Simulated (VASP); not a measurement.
Here is a VASP 6.6.1 calculation.

INCAR

```
SYSTEM = InAs
ALGO = Normal ; EDIFF = 1E-6
ENCUT = 500 ; GGA = PE
GGA_COMPAT = .FALSE. ; ISIF = 2
ISMEAR = -1 ; LASPH = .TRUE.
LCHARG = .TRUE. ; LELF = .TRUE.
LREAL = .FALSE. ; LVHAR = .TRUE.
LWAVE = .FALSE. ; NBANDS = 16
NELM = 120 ; PREC = Accurate
SIGMA = 0.05
```

KPOINTS

```
k-points
0
G
  5 5 5
  0 0 0
```

File POSCAR:

```
InAs
1.0
    0.0000000000      3.0180000000      3.0180000000
    3.0180000000      0.0000000000      3.0180000000
    3.0180000000      3.0180000000      0.0000000000
In As
1 1
Direct
    0.0000000000      0.0000000000      0.0000000000
    0.7500000000      0.7500000000      0.7500000000
```

Potentials or basis: VASP PAW PBE potentials, release 64 (In_d, As).

Launch:

```sh
$ cat potpaw_PBE.64/In_d/POTCAR potpaw_PBE.64/As/POTCAR > POTCAR
$ mpirun -np 1 vasp_std > vasp.out
```

(1) What does it give for the pressure?

(2) Estimate the band gap on the k mesh.

## Answers

(1) 4.6 GPa.

(2) zero (filled and empty bands touch).

Caveat: the k points lie up to 0.36 Å⁻¹ apart; spin-orbit coupling is left out, which moves the levels of the heavy elements.
